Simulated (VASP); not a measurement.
# Nb (Im-3m) in VASP: notebook

The runs below take Nb through single point, with PBE.

Everything below comes from runs of VASP 6.6.1. Logs are shortened: lines on timing, memory, paths and dates and some standing lists are left out, and cuts for length are marked.

### 1 The cell of the first run

Symmetry: Im-3m, No. 229, cubic system. The conventional cell has a = 3.357 Å, b = 3.357 Å, c = 3.357 Å, α = 90.00°, β = 90.00°, γ = 90.00°. Nb (site symmetry m-3m) has 14 Nb at 2.91 to 3.36 Å within 3.8 Å.

### 2 Single point, PBE

Contents of INCAR:

```
SYSTEM = Nb
PREC = Accurate
ENCUT = 500
EDIFF = 1E-6
ISMEAR = 1
SIGMA = 0.05
LREAL = .FALSE.
LASPH = .TRUE.
NELM = 120
ALGO = Normal
ISIF = 2
LWAVE = .FALSE.
LCHARG = .TRUE.
GGA = PE
LELF = .TRUE.
LVHAR = .TRUE.
NBANDS = 12
GGA_COMPAT = .FALSE.
```

Contents of KPOINTS:

```
regular mesh
0
G
  10 10 10
  0 0 0
```

Contents of POSCAR:

```
Nb
1.0
   -1.6786111079      1.6786111079      1.6786111079
    1.6786111079     -1.6786111079      1.6786111079
    1.6786111079      1.6786111079     -1.6786111079
Nb
1
Direct
    0.0000000000      0.0000000000      0.0000000000
```

Potentials or basis: VASP PAW PBE potentials, release 64 (Nb_sv).

Run with:

```sh
> cat potpaw_PBE.64/Nb_sv/POTCAR > POTCAR
> mpirun -np 1 vasp_std > vasp.out
```

OUTCAR:

```text
SYSTEM = Nb
   PREC = Accurate
   ENCUT = 500
   EDIFF = 1E-6
   ISMEAR = 1
   LREAL = .FALSE.
   LASPH = .TRUE.
   NELM = 120
   ISIF = 2
   GGA = PE

 ion  position               nearest neighbor table
   1  0.000  0.000  0.000-

  LATTYP: Found a body centered cubic cell.
 ALAT       =     3.3572222158

  Lattice vectors:

 A1 = (  -1.6786111079,   1.6786111079,   1.6786111079)
 A2 = (   1.6786111079,  -1.6786111079,   1.6786111079)
 A3 = (   1.6786111079,   1.6786111079,  -1.6786111079)

Analysis of symmetry for initial positions (statically):
=====================================================================
 Subroutine PRICEL returns:
 Original cell was already a primitive cell.

 Routine SETGRP: Setting up the symmetry group for a
 body centered cubic supercell.

 Subroutine GETGRP returns: Found 48 space group operations
 (whereof 48 operations were pure point group operations)
 out of a pool of 48 trial point group operations.

The static configuration has the point symmetry O_h .

Analysis of symmetry for dynamics (positions and initial velocities):
=====================================================================
 Subroutine PRICEL returns:
 Original cell was already a primitive cell.

 Routine SETGRP: Setting up the symmetry group for a
 body centered cubic supercell.

 Subroutine GETGRP returns: Found 48 space group operations
 (whereof 48 operations were pure point group operations)
 out of a pool of 48 trial point group operations.

The dynamic configuration has the point symmetry O_h .

 Subroutine INISYM returns: Found 48 space group operations
 (whereof 48 operations are pure point group operations),
 and found     1 'primitive' translations

----------------------------------------------------------------------------------------

                                     Primitive cell

  volume of cell :      18.9195

  direct lattice vectors                    reciprocal lattice vectors
    -1.678611108  1.678611108  1.678611108     0.000000000  0.297865299  0.297865299
     1.678611108 -1.678611108  1.678611108     0.297865299  0.000000000  0.297865299
     1.678611108  1.678611108 -1.678611108     0.297865299  0.297865299  0.000000000

  length of vectors
     2.907439725  2.907439725  2.907439725     0.421245146  0.421245146  0.421245146

  position of ions in fractional coordinates (direct lattice)
     0.000000000  0.000000000  0.000000000

  ion indices of the primitive-cell ions
   primitive index   ion index
                 1           1

----------------------------------------------------------------------------------------

 KPOINTS: regular mesh

Automatic generation of k-mesh.
 Grid dimensions read from file:
 generate k-points for:   10   10   10

 Generating k-lattice:

  Cartesian coordinates                     Fractional coordinates (reciprocal lattice)
     0.000000000  0.029786530  0.029786530     0.100000000  0.000000000  0.000000000
     0.029786530  0.000000000  0.029786530     0.000000000  0.100000000  0.000000000
     0.029786530  0.029786530  0.000000000     0.000000000  0.000000000  0.100000000

  Length of vectors
     0.042124515  0.042124515  0.042124515

  Shift w.r.t. Gamma in fractional coordinates (k-lattice)
     0.000000000  0.000000000  0.000000000

 Subroutine IBZKPT returns following result:
 ===========================================

 Found     47 irreducible k-points:

 Following reciprocal coordinates:
            Coordinates               Weight
  0.000000  0.000000  0.000000      1.000000
  0.100000  0.000000  0.000000     12.000000
  0.200000  0.000000  0.000000     12.000000
  0.300000  0.000000  0.000000     12.000000
  0.400000  0.000000  0.000000     12.000000
  0.500000  0.000000  0.000000      6.000000
[... 16 lines left out ...]
  0.300000  0.300000  0.100000      8.000000
 -0.300000  0.300000  0.100000     24.000000
 [... further k-points ...]
   k-points           NKPTS =     47   k-points in BZ     NKDIM =     47   number of bands    NBANDS=     12
   number of dos      NEDOS =    301   number of ions     NIONS =      1
   total plane-waves  NPLWV =  13824
   dimension x,y,z NGX =    24 NGY =   24 NGZ =   24
   dimension x,y,z NGXF=    48 NGYF=   48 NGZF=   48
   ions per type =               1
   NGX,Y,Z   is equivalent  to a cutoff of  13.72, 13.72, 13.72 a.u.
   NGXF,Y,Z  is equivalent  to a cutoff of  27.45, 27.45, 27.45 a.u.
 SYSTEM =  Nb
   PREC   = accura    normal or accurate (medium, high low for compatibility)
   ISTART =      0    job   : 0-new  1-cont  2-samecut
   ICHARG =      2    charge: 1-file 2-atom 10-const
   ISPIN  =      1    spin polarized calculation?
   LNONCOLLINEAR =      F non collinear calculations
   LSORBIT =      F    spin-orbit coupling
   LASPH  =      T    aspherical Exc in radial PAW
   ENCUT  =  500.0 eV  36.75 Ry    6.06 a.u.   5.30  5.30  5.30*2*pi/ulx,y,z
   NELM   =    120;   NELMIN=  2; NELMDL= -5     # of ELM steps
   EDIFF  = 0.1E-05   stopping-criterion for ELM
   LREAL  =      F    real-space projection
[... 7 lines left out ...]
   TEBEG  =    0.0;   TEEND  =   0.0 temperature during run
   PSTRESS=    0.0 pullay stress
   NELECT =      13.0000    total number of electrons
   NUPDOWN=      -1.0000    fix difference up-down
   EMIN   =  10.00;   EMAX   =-10.00  energy-range for DOS
   EFERMI =   0.00;   METHOD = LEGACY
   ISMEAR =     1;   SIGMA  =   0.05  broadening in eV -4-tet -1-fermi 0-gaus
   EFERMI_NEDOS =   21; number of points for ismear=-14 and -15
   IALGO  =     38    algorithm
   IMIX   =      4    mixing-type and parameters
     AMIX     =   0.40;   BMIX     =  1.00
     AMIX_MAG =   1.60;   BMIX_MAG =  1.00
  volume/ion in A,a.u.               =      18.92       127.68
  Fermi-wavevector in a.u.,A,eV,Ry     =   1.444616  2.729929 28.394221  2.086916
  Thomas-Fermi vector in A             =   2.562891
   LORBIT       =      0    0 simple, 1 ext, 2 COOP (PROOUT), +10 PAW based schemes
   GGA     = PE    functional components
   LHFCALC =     F    Hartree Fock is set to
   AEXX    =    0.0000 exact exchange contribution
   IVDW    =     0    specifies the selected vdW correction
   LEPSILON=     F    determine dielectric tensor
   LRPA    =     F    only Hartree local field effects (RPA)
 non-spin polarized calculation
 Methfessel and Paxton  Order N= 1 SIGMA  =   0.05
  energy-cutoff  :      500.00
  volume of cell :       18.92
 maximum number of plane-waves:       490
 NGX is ok and might be reduce to    24
   NGX = 11   NGY = 11   NGZ = 11

 number of electron      12.9999999 magnetization

 Free energy of the ion-electron system (eV)
  ---------------------------------------------------
  ext. energy  EPLUGINS =         0.00000000
  ---------------------------------------------------
  free energy    TOTEN  =       -10.17670468 eV

  energy without entropy =      -10.17727237  energy(sigma->0) =      -10.17689391

 E-fermi :  10.5498     XC(G=0): -12.2460

 val. band max:       10.5302286967   @ k =   0.2000   0.0000   0.0000
 cond. band min:      10.5611242093   @ k =   0.3000   0.0000   0.0000
 fundamental gap:      0.0308955127
 Fermi energy:        10.5498339999

 k-point     1 :       0.0000    0.0000    0.0000
  band No.  band energies     occupation
      1     -43.9118      2.00000
      2     -19.3077      2.00000
      3     -19.3077      2.00000
      4     -19.3077      2.00000
      5       4.6615      2.00000
      6      10.8944     -0.00000
      7      10.8944     -0.00000
      8      10.8944     -0.00000
      9      13.6439      0.00000
     10      13.6439      0.00000
     11      24.5870      0.00000
     12      24.5870      0.00000

 k-point     2 :       0.1000    0.0000    0.0000
  band No.  band energies     occupation
      1     -43.8929      2.00000
      2     -19.4262      2.00000
      3     -19.3442      2.00000
      4     -19.3086      2.00000
      5       5.0447      2.00000
      6      10.6665     -0.00474
      7      10.8268     -0.00000
      8      11.2623     -0.00000
      9      13.3364      0.00000
     10      13.6491      0.00000
     11      24.8682      0.00000
     12      25.2523      0.00000

 k-point     3 :       0.2000    0.0000    0.0000
  band No.  band energies     occupation
      1     -43.8432      2.00000
      2     -19.7281      2.00000
      3     -19.4385      2.00000
      4     -19.3108      2.00000
      5       6.0225      2.00000
      6      10.1297      2.00000
      7      10.5302      1.61047
      8      12.3209      0.00000
      9      13.0777      0.00000
     10      13.7119      0.00000
     11      25.0293      0.00000
     12      26.2758      0.00000

 k-point     4 :       0.3000    0.0000    0.0000
  band No.  band energies     occupation
      1     -43.7810      2.00000
      2     -20.0866      2.00000
      3     -19.5527      2.00000
      4     -19.3137      2.00000
      5       6.9268      2.00000
      6       9.5554      2.00000
      7      10.5611      0.62841
      8      13.3203      0.00000
      9      13.8961      0.00000
     10      13.9101      0.00000
     11      23.8997      0.00000
     12      24.9376      0.00000

 k-point     5 :       0.4000    0.0000    0.0000
  band No.  band energies     occupation
      1     -43.7302      2.00000
      2     -20.3660      2.00000
      3     -19.6434      2.00000
      4     -19.3161      2.00000
      5       7.0635      2.00000
      6       9.1438      2.00000
      7      11.6736      0.00000
      8      13.6387      0.00000
      9      14.1554      0.00000
     10      15.6303      0.00000
     11      22.5294      0.00000
     12      22.8172      0.00000

 k-point     6 :       0.5000    0.0000    0.0000
  band No.  band energies     occupation
      1     -43.7106      2.00000
      2     -20.4704      2.00000
      3     -19.6777      2.00000
      4     -19.3170      2.00000
      5       6.9881      2.00000
      6       8.9965      2.00000
      7      12.5638      0.00000
      8      13.6465      0.00000
      9      14.2900      0.00000
     10      16.5021      0.00000
     11      21.8132      0.00000
     12      21.9677      0.00000

 k-point     7 :       0.1000    0.1000    0.0000
  band No.  band energies     occupation
      1     -43.8586      2.00000
      2     -19.6335      2.00000
      3     -19.3856      2.00000
      4     -19.3369      2.00000
      5       5.7407      2.00000
      6      10.3829      2.00002
      7      10.4775      2.05994
      8      12.0478      0.00000
      9      12.9588      0.00000
     10      13.7878      0.00000
     11      25.3926      0.00000
     12      26.0082      0.00000

 k-point     8 :       0.2000    0.1000    0.0000
  band No.  band energies     occupation
      1     -43.8026      2.00000
      2     -19.9423      2.00000
      3     -19.5001      2.00000
      4     -19.3505      2.00000
      5       6.7992      2.00000
      6       9.8334      2.00000
      7      10.1425      2.00000
      8      12.9004      0.00000
      9      13.4808      0.00000
     10      14.0207      0.00000
     11      24.8968      0.00000
     12      25.8042      0.00000
[... 166 lines left out ...]
 k-point    20 :       0.2000    0.2000    0.1000
  band No.  band energies     occupation
      1     -43.7259      2.00000
      2     -20.2378      2.00000
      3     -19.6685      2.00000
      4     -19.4952      2.00000
      5       8.4483      2.00000
      6       9.1954      2.00000
      7       9.5846      2.00000
      8      13.8048      0.00000
      9      14.2125      0.00000
     10      17.4143      0.00000
     11      22.6194      0.00000
     12      23.9575      0.00000

 k-point    21 :       0.3000    0.2000    0.1000
  band No.  band energies     occupation
      1     -43.7021      2.00000
      2     -20.2348      2.00000
      3     -19.8331      2.00000
      4     -19.5242      2.00000
      5       8.4247      2.00000
      6       9.1189      2.00000
      7      10.3776      2.00001
      8      14.0200      0.00000
      9      14.3486      0.00000
     10      19.1124      0.00000
     11      20.5736      0.00000
     12      22.8069      0.00000

 k-point    22 :      -0.2000    0.2000    0.1000
  band No.  band energies     occupation
      1     -43.8262      2.00000
      2     -19.7298      2.00000
      3     -19.4772      2.00000
      4     -19.4014      2.00000
      5       6.3595      2.00000
      6      10.4532      2.01980
      7      10.5999     -0.05071
      8      12.0833      0.00000
      9      12.1942      0.00000
     10      14.2827      0.00000
     11      25.7392      0.00000
     12      26.4036      0.00000

 k-point    23 :       0.3000    0.3000    0.1000
  band No.  band energies     occupation
      1     -43.6946      2.00000
      2     -20.0501      2.00000
      3     -20.0501      2.00000
      4     -19.5599      2.00000
      5       8.5820      2.00000
      6       9.7713      2.00000
      7       9.7713      2.00000
      8      14.2539      0.00000
      9      14.2539      0.00000
     10      19.7828      0.00000
     11      21.0679      0.00000
     12      21.0679      0.00000

 k-point    24 :      -0.3000    0.3000    0.1000
  band No.  band energies     occupation
      1     -43.7657      2.00000
      2     -20.0700      2.00000
      3     -19.5934      2.00000
      4     -19.4000      2.00000
      5       7.2581      2.00000
      6       9.9177      2.00000
      7      10.2505      2.00000
      8      12.5238      0.00000
      9      13.7891      0.00000
     10      14.4939      0.00000
     11      24.0013      0.00000
     12      25.6169      0.00000

 [... further k-points ...]

------------------------ aborting loop because EDIFF is reached ----------------------------------------

  FORCE on cell =-STRESS in cart. coord.  units (eV):
  Direction    XX          YY          ZZ          XY          YZ          ZX
  --------------------------------------------------------------------------------------
  -------------------------------------------------------------------------------------
  Total       -0.8130721     -0.8130721     -0.8130721     -0.0000000     -0.0000000      0.0000000
  in kB      -68.8540307    -68.8540307    -68.8540307     -0.0000000     -0.0000000      0.0000000
  external PRESSURE =     -68.8540307 kB  Pullay stress =       0.0000000 kB

 VOLUME and BASIS-vectors are now :
 -----------------------------------------------------------------------------
  energy-cutoff  :      500.00
  volume of cell :       18.92
      direct lattice vectors                 reciprocal lattice vectors
    -1.678611108  1.678611108  1.678611108     0.000000000  0.297865299  0.297865299
     1.678611108 -1.678611108  1.678611108     0.297865299  0.000000000  0.297865299
     1.678611108  1.678611108 -1.678611108     0.297865299  0.297865299  0.000000000

 POSITION                                       TOTAL-FORCE (eV/Angst)
 -----------------------------------------------------------------------------------
      0.00000      0.00000      0.00000        -0.000000     -0.000000     -0.000000
 -----------------------------------------------------------------------------------
    total drift:                                0.000000      0.000000      0.000000

  FREE ENERGIE OF THE ION-ELECTRON SYSTEM (eV)
  ---------------------------------------------------
  free  energy   TOTEN  =       -10.1767046766 eV

  energy  without entropy=      -10.1772723654  energy(sigma->0) =      -10.17689391
```

Run time: 15 s. Hardware: 1 thread of Intel Xeon 8259CL, shared host; peak memory 0.14 GiB.

Results:

```yaml
Free_energy: -10.1767 eV
Pressure: -6.9 GPa
```

Levels at points of the mesh, in eV from the Fermi level:
```
           k point  band 3  band 4  band 5  band 6  band 7  band 8  band 9  band 10
(0.00, 0.00, 0.00)  -29.86  -29.86   -5.89    0.34    0.34    0.34    3.09     3.09
(0.50, 0.00, 0.00)  -30.23  -29.87   -3.56   -1.55    2.01    3.10    3.74     5.95
(0.50, 0.50, 0.50)  -30.66  -30.66   -3.48   -3.48    5.24    5.24    5.24     8.63
```

[end of part 1 of 2]
